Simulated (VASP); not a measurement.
KI, 2 atoms in the cell. It takes space group P4/mmm (No. 123, tetragonal). Conventional cell: a = 4.291 Å, b = 4.291 Å, c = 4.534 Å, α = 90.00°, β = 90.00°, γ = 90.00°. K (site symmetry 4/mmm) has 8 I at 3.79 Å and 6 K at 4.29 to 4.53 Å within 5.0 Å. Within 5.0 Å of I (site symmetry 4/mmm) lie 8 K at 3.79 Å and 6 I at 4.29 to 4.53 Å.  This cell differs from its parent crystal: uniaxial y strain +5.7%.

- Program: VASP 6.6.1
- Task: single point
- Functional: PBE
- Potentials or basis: VASP PAW PBE potentials, release 64 (K_sv, I)
- Cutoff: 520 eV
- k mesh: 4 × 4 × 4
- Occupations: gaussian, width 0.01 eV
- Spin: no spin polarisation
- Dipole correction: no
- Further INCAR settings: ALGO = Normal; EDIFF = 1e-07; NBANDS = 15

Potentials or basis: VASP PAW PBE potentials, release 64 (K_sv, I).

The run is started by

```console
$ cat potpaw_PBE.64/K_sv/POTCAR potpaw_PBE.64/I/POTCAR > POTCAR
$ mpirun -np 1 vasp_std > vasp.out
```

Hardware: 1 thread of Intel(R) Xeon(R) 6975P-C (Granite Rapids), with other jobs on the host.

**Question.** Estimate the wall time of this run.

**Answer.** It took 8.3 s on 1 thread of Intel(R) Xeon(R) 6975P-C (Granite Rapids) (shared host), peak memory 0.18 GiB. Counts: scf iterations 15, k points 18.
